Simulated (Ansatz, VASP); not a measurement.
**Two plane-wave programs on NaCaI3**

```
CELL_PARAMETERS angstrom
6.15653 0.00000 0.00000
0.00000 6.15653 0.00000
0.00000 0.00000 6.15653
ATOMIC_POSITIONS crystal
Na 0.00000 0.00000 0.00000
Ca 0.50000 0.50000 0.50000
I 0.50000 0.50000 0.00000
I 0.50000 0.00000 0.50000
I 0.00000 0.50000 0.50000
```

Change from the starting cell: hydrostatic strain +0.5%.

Alike in both runs: task single point; functional HSE06; k mesh 2 × 2 × 2; no spin polarisation.

|  | VASP | Ansatz |
| --- | --- | --- |
| version | VASP 6.6.1 | Ansatz 0.2.0 |
| potentials or method | VASP PAW PBE potentials, release 64 (Na_pv, Ca_sv, I) | plane waves, PAW |
| plane-wave cutoff (eV) | 520 | 420 |
| occupations | gaussian, width 0.01 eV | fixed |
| valence electrons in the cell | 38 | 70 |

|  | VASP | Ansatz | Ansatz less VASP |
| --- | --- | --- | --- |
| gap on the k mesh at the Fermi level (eV) | 3.35 | 3.34 | -0.002 |
| pressure (GPa) | 0.0 | 0.0 | -0.02 |

VASP's potentials hold 38 valence electrons a cell and Ansatz's 70, so a difference there can come from the potentials and not from the codes. Ansatz's warnings: stress exchange threshold loose, stress scf threshold loose.

The k mesh is coarse, so the values compare programs but aren't converged. Spin-orbit coupling is off throughout.
